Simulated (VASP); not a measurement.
Set up this calculation in VASP 6.6.1, as the native input.

| Quantity | Value |
| --- | --- |
| Task | single point |
| Functional | LDA |
| Potentials or basis | VASP PAW LDA potentials, release 64 (Cr_pv, Ag, O) |
| Cutoff | 520 eV |
| k mesh | 7 × 7 × 7 |
| Occupations | gaussian, width 0.05 eV |
| Spin | collinear spin, ferromagnetic start |
| Starting moments | [3.0, 0.0, 0.0, 0.0] μB |
| Hubbard terms | Cr d U = 6.0 eV, J = 0.7 eV |
| Dipole correction | no |
| LDAUTYPE | 1 |
| Hund's J | 0.7 |
| Further INCAR settings | ALGO = Normal; EDIFF = 1e-06; NBANDS = 30 |

The structure of CrAgO2 lies in POSCAR:

```
CrAgO2
1.0
    1.4925004200      0.8616955200      6.1699979900
   -1.4925004200      0.8616955200      6.1699979900
    0.0000000000     -1.7233910300      6.1699979900
Cr Ag O
1 1 2
Direct
    0.5000000000      0.5000000000      0.5000000000
    0.0000000000      0.0000000000      0.0000000000
    0.1119000000      0.1119000000      0.1119000000
    0.8881000000      0.8881000000      0.8881000000
```

One way to write it, as run:

INCAR

```
SYSTEM = CrAgO2
  PREC = Accurate
  ENCUT = 520
  EDIFF = 1E-6
  ISMEAR = 0
  SIGMA = 0.05
  LREAL = .FALSE.
  LASPH = .TRUE.
  NELM = 150
  ALGO = Normal
  ISIF = 2
  LWAVE = .FALSE.
  LCHARG = .TRUE.
  ISPIN = 2
  MAGMOM = 3 0 0 0
  LORBIT = 11
  LMAXMIX = 4
  LDAU = .TRUE.
  LDAUTYPE = 1
  LDAUL = 2 -1 -1
  LDAUU = 6 0 0
  LDAUJ = 0.7 0 0
  LDAUPRINT = 1
  GGA = CA
  LELF = .TRUE.
  LVHAR = .TRUE.
  NBANDS = 30
```

KPOINTS

```
Automatic mesh
0
G
  7 7 7
  0 0 0
```

Potentials or basis: VASP PAW LDA potentials, release 64 (Cr_pv, Ag, O).

The run is started by

```console
$ cat potpaw_LDA.64/Cr_pv/POTCAR potpaw_LDA.64/Ag/POTCAR potpaw_LDA.64/O/POTCAR > POTCAR
$ mpirun -np 1 vasp_std > vasp.out
```

It gave:

```yaml
Pressure: -3.6 GPa
Largest_force: 0.038 eV/Å
Band_gap_on_the_k_mesh: 1.84 eV, indirect (least direct gap 2.82 eV)
Net_moment: 3.00 μB per cell
Site_moments: Cr +2.92; Ag +0.02; O -0.02 μB
Valence_electrons_inside_the_program's_atomic_spheres: Cr 10.67; Ag 9.85; O 5.02
```

Caveat: a cell with one magnetic atom can't hold antiferromagnetic order, which such compounds often take.

Wall time 2.4 min on 1 thread of Intel(R) Xeon(R) 6975P-C (Granite Rapids) (shared host), peak memory 0.34 GiB.
